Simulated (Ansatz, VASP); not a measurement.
AlAs in VASP and in Ansatz

```
Al As
1.0
     0.00000    2.83730    2.83730
     2.83730    0.00000    2.83730
     2.83730    2.83730    0.00000
Al As
1 1
Direct
  0.00000 0.00000 0.00000
  0.25000 0.25000 0.25000
```

Alike in both runs: functional PBEsol; k mesh 8 × 8 × 8; occupations gaussian, width 0.02 eV; no spin polarisation.

Ansatz relaxed the structure, and its values are those at the end. VASP's run is a single point on that final structure, the one shown.

|  | VASP | Ansatz |
| --- | --- | --- |
| version | VASP 6.6.1 | Ansatz 0.2.0 |
| potentials or method | VASP PAW PBE potentials, release 64 (Al, As), cutoff 500 eV | scalar-relativistic, plane waves, PAW |
| valence electrons in the cell | 8 | 18 |

|  | VASP | Ansatz | Ansatz less VASP |
| --- | --- | --- | --- |
| gap on the k mesh at the Fermi level (eV) | 1.33 | 1.34 | +0.011 |
| least direct gap on the mesh (eV) | 1.92 | 1.91 | -0.017 |
| pressure (GPa) | 0.3 | 0.0 | -0.27 |

VASP's potentials were made for PBE, not for PBEsol. VASP's potentials hold 8 valence electrons a cell and Ansatz's 18, so a difference there can come from the potentials and not from the codes.
